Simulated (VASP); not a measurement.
Set up this calculation in VASP 6.6.1, as the native input.

```yaml
Task: relaxation of cell and atoms
Functional: PBE
Potentials_or_basis: VASP PAW PBE potentials, release 64 (Ni, Mo_sv, Pd, Ir, W_sv)
Cutoff: 600 eV
k_mesh: 8 × 8 × 2
Occupations: fermi-dirac, width 0.05 eV
Spin: collinear spin, ferromagnetic start
Starting_moments: "[1.0, 1.0, 0.0, 0.6, 0.0] μB"
Target_pressure: 2 GPa
Dipole_correction: no
Further_INCAR_settings: ALGO = Normal; EDIFF = 1e-06; IBRION = 2; EDIFFG = -0.01; NSW = 60; ISIF = 3
```

The structure of NiMoIrPdW lies in POSCAR:

```
NiMoIrPdW
1.0
    2.7607800000      0.0000000000      0.0000000000
   -1.3803900000      2.3909000000      0.0000000000
    0.0000000000      0.0000000000     11.3405100000
Ni Mo Pd Ir W
1 1 1 1 1
Direct
    0.0000000000      0.0000000000      0.7091700000
    0.6666700000      0.3333300000      0.2942500000
    0.6666700000      0.3333300000      0.8990100000
    0.0000000000      0.0000000000      0.1060400000
    0.6666700000      0.3333300000      0.5292100000
```

The input as run:

INCAR

```
PREC = Accurate ; ENCUT = 600
EDIFF = 1E-6 ; ISMEAR = -1
SIGMA = 0.05 ; LREAL = False
LASPH = True ; NELM = 150
ALGO = Normal ; ISIF = 3
LWAVE = False ; LCHARG = False
ISPIN = 2 ; MAGMOM = 1 1 0 0.6 0
LORBIT = 11 ; LMAXMIX = 4
GGA = PE ; IBRION = 2
NSW = 60 ; EDIFFG = -0.01
PSTRESS = 20.0
```

KPOINTS

```
Automatic mesh
0
Gamma
  8 8 2
```

Potentials or basis: VASP PAW PBE potentials, release 64 (Ni, Mo_sv, Pd, Ir, W_sv).

Run with:

```bash
$ cat potpaw_PBE.64/Ni/POTCAR potpaw_PBE.64/Mo_sv/POTCAR potpaw_PBE.64/Pd/POTCAR potpaw_PBE.64/Ir/POTCAR potpaw_PBE.64/W_sv/POTCAR > POTCAR
$ mpirun -np 1 vasp_std > vasp.out
```

Results of the run:

```
Relaxed volume                                             : 14.83 Å³/atom
Relaxed cell                                               : a = 2.756 Å, b = 2.756 Å, c = 11.276 Å, α = 90.00°, β = 90.00°, γ = 120.00°
Space group after relaxing (to 0.1 Å)                      : P3m1 (No. 156)
Energy change on relaxing (the run minimises the enthalpy) : -0.1 meV/atom
Ionic steps                                                : 10
Pressure after relaxing                                    : 2.1 GPa
Largest force after relaxing                               : 0.006 eV/Å
Net moment                                                 : 0.00 μB per cell
Valence electrons inside the program's atomic spheres      : Ni 9.23; Mo 12.56; Pd 9.50; Ir 8.30; W 12.10
```

Caveat: the cell is relaxed towards a set pressure, so the run minimises the enthalpy, not the energy.

It took 35 min on 1 thread of Oxide Virtual Turin-like Processor, with other jobs on the host, peak memory 0.43 GiB.
